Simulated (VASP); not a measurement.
# TiO2 (I4_1/amd) in VASP: relaxation of the atoms with LDA

Aim: the relaxation of the atoms of TiO2 with LDA.

Everything below comes from runs of VASP 6.6.1. Logs are shortened: lines on timing, memory, paths and dates and some standing lists are left out, and cuts for length are marked.

**1. The cell of the first run**

The structure is tetragonal, space group I4_1/amd (No. 141). The conventional cell has a = 3.784 Å, b = 3.784 Å, c = 9.458 Å, α = 90.00°, β = 90.00°, γ = 90.00°. Within 2.6 Å of Ti (site symmetry -4m2) lie 6 O at 1.93 to 1.97 Å. Within 2.6 Å of O (site symmetry 2mm) lie 3 Ti at 1.93 to 1.97 Å and 2 O at 2.46 Å.

**2. Relaxation of the atoms, LDA**

Contents of INCAR:

```
  PREC = Accurate
  ENCUT = 520
  EDIFF = 1E-7
  ISMEAR = 0
  SIGMA = 0.01
  LREAL = False
  LASPH = True
  NELM = 120
  ALGO = Normal
  ISIF = 2
  LWAVE = False
  LCHARG = False
  IBRION = 2
  NSW = 80
  EDIFFG = -0.001
  GGA_COMPAT = False
  NELMIN = 4
```

Contents of KPOINTS:

```
Automatic mesh
0
Gamma
  6 6 6
```

Contents of POSCAR:

```
TiO2
1.0
   -1.8921000000      1.8921000000      4.7287562000
    1.8921000000     -1.8921000000      4.7287562000
    1.8921000000      1.8921000000     -4.7287562000
Ti O
2 4
Direct
    0.0000000000      0.0000000000      0.0000000000
    0.7500000000      0.2500000000      0.5000000000
    0.2081000000      0.2081000000      0.0000000000
    0.9581000000      0.4581000000      0.5000000000
    0.5419000000      0.0419000000      0.5000000000
    0.7919000000      0.7919000000      0.0000000000
```

Potentials or basis: VASP PAW LDA potentials, release 64 (Ti_sv, O).

Launch:

```bash
$ cat potpaw_LDA.64/Ti_sv/POTCAR potpaw_LDA.64/O/POTCAR > POTCAR
$ mpirun -np 1 vasp_std > vasp.out
```

OUTCAR:

```text
PREC = Accurate
   ENCUT = 520
   EDIFF = 1E-7
   ISMEAR = 0
   LREAL = False
   LASPH = True
   NELM = 120
   ISIF = 2
   IBRION = 2
   NSW = 80
   EDIFFG = -0.001
   NELMIN = 4

 ion  position               nearest neighbor table
   1  0.000  0.000  0.000-   4 1.93   5 1.93   5 1.93   4 1.93   3 1.97   6 1.97
   2  0.750  0.250  0.500-   3 1.93   6 1.93   6 1.93   3 1.93   4 1.97   5 1.97
   3  0.208  0.208  0.000-   2 1.93   2 1.93   1 1.97
   4  0.958  0.458  0.500-   1 1.93   1 1.93   2 1.97
   5  0.542  0.042  0.500-   1 1.93   1 1.93   2 1.97
   6  0.792  0.792  0.000-   2 1.93   2 1.93   1 1.97

  LATTYP: Found a body centered tetragonal cell.
 ALAT       =     3.7842000000
 C/A-ratio  =     2.4992105068

  Lattice vectors:

 A1 = (  -1.8921000000,   1.8921000000,   4.7287562000)
 A2 = (   1.8921000000,  -1.8921000000,   4.7287562000)
 A3 = (   1.8921000000,   1.8921000000,  -4.7287562000)

Analysis of symmetry for initial positions (statically):
=====================================================================
 Subroutine PRICEL returns:
 Original cell was already a primitive cell.

 Routine SETGRP: Setting up the symmetry group for a
 body centered tetragonal supercell.

 Subroutine GETGRP returns: Found 16 space group operations
 (whereof  8 operations were pure point group operations)
 out of a pool of 16 trial point group operations.

The static configuration has the point symmetry D_2d.
 The point group associated with its full space group is D_4h.

Analysis of symmetry for dynamics (positions and initial velocities):
=====================================================================
 Subroutine PRICEL returns:
 Original cell was already a primitive cell.

 Routine SETGRP: Setting up the symmetry group for a
 body centered tetragonal supercell.

 Subroutine GETGRP returns: Found 16 space group operations
 (whereof  8 operations were pure point group operations)
 out of a pool of 16 trial point group operations.

The dynamic configuration has the point symmetry D_2d.
 The point group associated with its full space group is D_4h.

 Subroutine INISYM returns: Found 16 space group operations
 (whereof  8 operations are pure point group operations),
 and found     1 'primitive' translations

----------------------------------------------------------------------------------------

                                     Primitive cell

  volume of cell :      67.7166

  direct lattice vectors                    reciprocal lattice vectors
    -1.892100000  1.892100000  4.728756200     0.000000000  0.264256646  0.105736050
     1.892100000 -1.892100000  4.728756200     0.264256646  0.000000000  0.105736050
     1.892100000  1.892100000 -4.728756200     0.264256646  0.264256646  0.000000000

  length of vectors
     5.433343356  5.433343356  5.433343356     0.284625521  0.284625521  0.373715333

  position of ions in fractional coordinates (direct lattice)
     0.000000000  0.000000000  0.000000000
     0.750000000  0.250000000  0.500000000
     0.208100000  0.208100000  0.000000000
     0.958100000  0.458100000  0.500000000
     0.541900000  0.041900000  0.500000000
     0.791900000  0.791900000  0.000000000

  ion indices of the primitive-cell ions
   primitive index   ion index
                 1           1
                 2           2
                 3           3
                 4           4
                 5           5
                 6           6

----------------------------------------------------------------------------------------

 KPOINTS: Automatic mesh

Automatic generation of k-mesh.
 Grid dimensions read from file:
 generate k-points for:    6    6    6

 Generating k-lattice:

  Cartesian coordinates                     Fractional coordinates (reciprocal lattice)
     0.000000000  0.044042774  0.017622675     0.166666667 -0.000000000  0.000000000
     0.044042774  0.000000000  0.017622675    -0.000000000  0.166666667  0.000000000
     0.044042774  0.044042774  0.000000000     0.000000000  0.000000000  0.166666667

  Length of vectors
     0.047437587  0.047437587  0.062285889

  Shift w.r.t. Gamma in fractional coordinates (k-lattice)
     0.000000000  0.000000000  0.000000000

 Subroutine IBZKPT returns following result:
 ===========================================

 Found     30 irreducible k-points:

 Following reciprocal coordinates:
            Coordinates               Weight
  0.000000  0.000000  0.000000      1.000000
  0.166667  0.000000 -0.000000      8.000000
  0.333333  0.000000 -0.000000      8.000000
  0.500000  0.000000 -0.000000      4.000000
  0.166667  0.166667 -0.000000      8.000000
  0.333333  0.166667 -0.000000     16.000000
[... 16 lines left out ...]
 -0.333333 -0.333333  0.166667      8.000000
 -0.166667 -0.333333  0.166667      8.000000
 [... further k-points ...]
   k-points           NKPTS =     30   k-points in BZ     NKDIM =     30   number of bands    NBANDS=     28
   number of dos      NEDOS =    301   number of ions     NIONS =      6
   total plane-waves  NPLWV =  64000
   dimension x,y,z NGX =    40 NGY =   40 NGZ =   40
   dimension x,y,z NGXF=    80 NGYF=   80 NGZF=   80
   ions per type =               2   4
   NGX,Y,Z   is equivalent  to a cutoff of  12.24, 12.24, 12.24 a.u.
   NGXF,Y,Z  is equivalent  to a cutoff of  24.48, 24.48, 24.48 a.u.
 SYSTEM =  unknown system
   PREC   = accura    normal or accurate (medium, high low for compatibility)
   ISTART =      0    job   : 0-new  1-cont  2-samecut
   ICHARG =      2    charge: 1-file 2-atom 10-const
   ISPIN  =      1    spin polarized calculation?
   LNONCOLLINEAR =      F non collinear calculations
   LSORBIT =      F    spin-orbit coupling
   LASPH  =      T    aspherical Exc in radial PAW
   ENCUT  =  520.0 eV  38.22 Ry    6.18 a.u.  10.10 10.10 10.10*2*pi/ulx,y,z
   NELM   =    120;   NELMIN=  4; NELMDL= -5     # of ELM steps
   EDIFF  = 0.1E-06   stopping-criterion for ELM
   LREAL  =      F    real-space projection
   EDIFFG = -.1E-02   stopping-criterion for IOM
   NSW    =     80    number of steps for IOM
   IBRION =      2    ionic relax: 0-MD 1-quasi-New 2-CG
   NFREE  =      1    steps in history (QN), initial steepest desc. (CG)
   ISIF   =      2    stress and relaxation
   ISYM   =      2    0-nonsym 1-usesym 2-fastsym
   POTIM  = 0.5000    time-step for ionic-motion
   TEBEG  =    0.0;   TEEND  =   0.0 temperature during run
   PSTRESS=    0.0 pullay stress
   NELECT =      48.0000    total number of electrons
   NUPDOWN=      -1.0000    fix difference up-down
   EMIN   =  10.00;   EMAX   =-10.00  energy-range for DOS
   EFERMI =   0.00;   METHOD = LEGACY
   ISMEAR =     0;   SIGMA  =   0.01  broadening in eV -4-tet -1-fermi 0-gaus
   EFERMI_NEDOS =   21; number of points for ismear=-14 and -15
   IALGO  =     38    algorithm
   IMIX   =      4    mixing-type and parameters
     AMIX     =   0.40;   BMIX     =  1.00
     AMIX_MAG =   1.60;   BMIX_MAG =  1.00
  volume/ion in A,a.u.               =      11.29        76.16
  Fermi-wavevector in a.u.,A,eV,Ry     =   1.459677  2.758390 28.989363  2.130658
  Thomas-Fermi vector in A             =   2.576216
   LORBIT       =      0    0 simple, 1 ext, 2 COOP (PROOUT), +10 PAW based schemes
   GGA     = CA    functional components
   LHFCALC =     F    Hartree Fock is set to
   AEXX    =    0.0000 exact exchange contribution
   IVDW    =     0    specifies the selected vdW correction
   LEPSILON=     F    determine dielectric tensor
   LRPA    =     F    only Hartree local field effects (RPA)
 conjugate gradient relaxation of ions
 non-spin polarized calculation
 Gauss-broadening in eV      SIGMA  =   0.01
  energy-cutoff  :      520.00
  volume of cell :       67.72
 maximum number of plane-waves:      1834
   NGX = 21   NGY = 21   NGZ = 21

--------------------------------------- Ionic step        1  -------------------------------------------

 number of electron      47.9999991 magnetization

 Free energy of the ion-electron system (eV)
  ---------------------------------------------------
  ext. energy  EPLUGINS =         0.00000000
  ---------------------------------------------------
  free energy    TOTEN  =       -58.81793044 eV

  energy without entropy =      -58.81793044  energy(sigma->0) =      -58.81793044

------------------------ aborting loop because EDIFF is reached ----------------------------------------

  FORCE on cell =-STRESS in cart. coord.  units (eV):
  Direction    XX          YY          ZZ          XY          YZ          ZX
  --------------------------------------------------------------------------------------
  -------------------------------------------------------------------------------------
  Total       -2.1365826     -2.1365826     -1.0497380      0.0000000     -0.0000000      0.0000000
  in kB      -50.5516327    -50.5516327    -24.8368449      0.0000000     -0.0000000      0.0000000
  external PRESSURE =     -41.9800367 kB  Pullay stress =       0.0000000 kB
[... 65 lines left out ...]
  energy  without entropy=      -58.8180005120  energy(sigma->0) =      -58.81800051

--------------------------------------- Ionic step        3  -------------------------------------------

 number of electron      47.9999990 magnetization

 Free energy of the ion-electron system (eV)
  ---------------------------------------------------
  ext. energy  EPLUGINS =         0.00000000
  ---------------------------------------------------
  free energy    TOTEN  =       -58.81800427 eV

  energy without entropy =      -58.81800427  energy(sigma->0) =      -58.81800427

 E-fermi :   3.1717     XC(G=0): -11.3743

 val. band max:        3.1029543783   @ k =   0.5000   0.5000  -0.0000
 cond. band min:       5.1386262892   @ k =   0.0000   0.0000   0.0000
 fundamental gap:      2.0356719109
 Fermi energy:         3.1716656149

 k-point     1 :       0.0000    0.0000    0.0000
  band No.  band energies     occupation
      1     -52.4980      2.00000
      2     -52.4295      2.00000
      3     -29.3939      2.00000
      4     -29.1304      2.00000
      5     -29.1304      2.00000
      6     -29.0511      2.00000
[... 733 lines left out ...]
     27       6.5949      0.00000
     28       6.7427      0.00000

 [... further k-points ...]
[... 5 lines left out ...]
  --------------------------------------------------------------------------------------
  -------------------------------------------------------------------------------------
  Total       -2.1348550     -2.1348550     -1.1668679      0.0000000     -0.0000000      0.0000000
  in kB      -50.5107565    -50.5107565    -27.6081421      0.0000000     -0.0000000      0.0000000
  external PRESSURE =     -42.8765517 kB  Pullay stress =       0.0000000 kB
[... 21 lines left out ...]
  FREE ENERGIE OF THE ION-ELECTRON SYSTEM (eV)
  ---------------------------------------------------
  free  energy   TOTEN  =       -58.8180042660 eV

  energy  without entropy=      -58.8180042660  energy(sigma->0) =      -58.81800427

 reached required accuracy - stopping structural energy minimisation
```

It took 94 s on 1 thread of Intel Xeon Platinum 8488C (Sapphire Rapids), shared host; peak memory 0.22 GiB.

Results:

* Free energy: -58.8180 eV
* Energy gained by relaxing: 0.0 meV/atom
* Ionic steps: 3
* Pressure after relaxing: -4.3 GPa
* Band gap on the k mesh: 2.04 eV, indirect (least direct gap 2.36 eV)

Stress tensor (GPa, compression positive):
```
-5.05  0.00  0.00
 0.00 -5.05  0.00
 0.00  0.00 -2.76
```

Final structure:
```cif
data_structure
_symmetry_space_group_name_H-M 'P 1'
_symmetry_Int_Tables_number 1
_cell_length_a 5.4333
_cell_length_b 5.4333
_cell_length_c 5.4333
_cell_angle_alpha 139.241
_cell_angle_beta 139.241
_cell_angle_gamma 59.008
_cell_volume 67.72
loop_
_atom_site_label
_atom_site_type_symbol
_atom_site_fract_x
_atom_site_fract_y
_atom_site_fract_z
_atom_site_occupancy
Ti1 Ti 0.00000 0.00000 0.00000 1
Ti2 Ti 0.75000 0.25000 0.50000 1
O1 O 0.20826 0.20826 0.00000 1
O2 O 0.95826 0.45826 0.50000 1
O3 O 0.54174 0.04174 0.50000 1
O4 O 0.79174 0.79174 0.00000 1
```

Levels at points of the mesh, in eV from the valence-band top:
| k point | band 22 | band 23 | band 24 | band 25 | band 26 | band 27 |
| --- | --- | --- | --- | --- | --- | --- |
| (0.00, 0.00, 0.00) | -0.71 | -0.45 | -0.45 | 2.04 | 2.83 | 3.97 |
| (0.50, 0.00, 0.00) | -0.95 | -0.79 | -0.59 | 3.20 | 3.53 | 3.57 |
| (0.50, 0.50, 0.00) | -2.08 | 0.00 | 0.00 | 3.35 | 3.35 | 3.84 |
| (0.50, 0.50, 0.50) | -1.23 | -0.08 | -0.08 | 2.42 | 2.42 | 3.76 |
